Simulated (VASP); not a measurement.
MgS, 4 atoms in the cell. Symmetry: P6_3/mmc, No. 194, hexagonal system. The conventional cell has a = 4.362 Å, b = 4.362 Å, c = 5.373 Å, α = 90.00°, β = 90.00°, γ = 120.00°. Mg (site symmetry -6m2) has 5 S at 2.52 to 2.69 Å within 3.3 Å. S (site symmetry -6m2) has 5 Mg at 2.52 to 2.69 Å within 3.3 Å.  This cell differs from its parent crystal: volume changed by +3%.

* Program: VASP 6.6.1
* Task: single point
* Functional: PBE
* Potentials or basis: VASP PAW PBE potentials, release 64 (Mg, S)
* Cutoff: 520 eV
* k mesh: 6 × 6 × 4
* Occupations: gaussian, width 0.01 eV
* Spin: no spin polarisation
* Dipole correction: no
* Further INCAR settings: ALGO = Normal; EDIFF = 1e-06; NBANDS = 16

Potentials or basis: VASP PAW PBE potentials, release 64 (Mg, S).

Command:

```bash
$ cat potpaw_PBE.64/Mg/POTCAR potpaw_PBE.64/S/POTCAR > POTCAR
$ mpirun -np 1 vasp_std > vasp.out
```

Hardware: 1 thread of Intel Xeon 6975P-C (shared host).

**Question.** How long does it take, and how much memory?

**Answer.** It took 19 s on 1 thread of Intel Xeon 6975P-C (shared host), peak memory 0.2 GiB. Counts: scf iterations 14, k points 21.
